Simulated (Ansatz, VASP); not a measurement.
## TiS2 in VASP and in Ansatz

```xyz
3
Lattice="3.4120 0.0000 0.0000 -1.7060 2.9549 0.0000 0.0000 0.0000 5.6950" Properties=species:S:1:pos:R:3 pbc="T T T"
Ti    0.0000    0.0000    0.0000
S     0.0000    1.9699    1.4238
S     1.7060    0.9850    4.2713
```

Alike in both runs: task single point; functional PBE; k mesh 12 × 12 × 4; no spin polarisation; Hubbard terms Ti d U = 6.0 eV.

```csv
,VASP,Ansatz
version,VASP 6.6.1,Ansatz 0.2.0
potentials or method,"VASP PAW PBE potentials, release 64 (Ti_sv, S), cutoff 500 eV","plane waves, PAW"
occupations,"gaussian, width 0.01 eV",fixed
valence electrons in the cell,24,24
```

|  | VASP | Ansatz | Ansatz less VASP |
| --- | --- | --- | --- |
| gap on the k mesh at the Fermi level (eV) | 0.57 | 1.08 | +0.507 |

The programs project onto different local orbitals, so the same U acts differently, and such runs can settle in different states.
